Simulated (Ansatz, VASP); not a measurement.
**Two plane-wave programs on BN**

```
B N
1.0
     2.48339    0.00000    0.00000
    -1.24169    2.15068    0.00000
     0.00000    0.00000    7.32152
B N
2 2
Cartesian
  0.0000 1.4338 1.8304
  1.2417 0.7169 5.4911
  0.0000 1.4338 5.4911
  1.2417 0.7169 1.8304
```

Alike in both runs: task single point; functional PBEsol; k mesh 12 × 12 × 4; occupations gaussian, width 0.05 eV; no spin polarisation.

```csv
,VASP,Ansatz
version,VASP 6.6.1,Ansatz 0.2.0
potentials or method,"VASP PAW PBE potentials, release 64 (B, N), cutoff 520 eV","scalar-relativistic, plane waves, PAW"
valence electrons in the cell,16,16
```

|  | VASP | Ansatz | Ansatz less VASP |
| --- | --- | --- | --- |
| gap on the k mesh at the Fermi level (eV) | 4.37 | 4.38 | +0.007 |
| least direct gap on the mesh (eV) | 4.67 | 4.67 | +0.003 |
| pressure (GPa) | 5.9 | 5.4 | -0.43 |
| traceless stress, the component that is largest in VASP (GPa) | -6.26 | -5.68 | +0.578 |

VASP's potentials were made for PBE, not for PBEsol, and Ansatz warns of the same on its side.
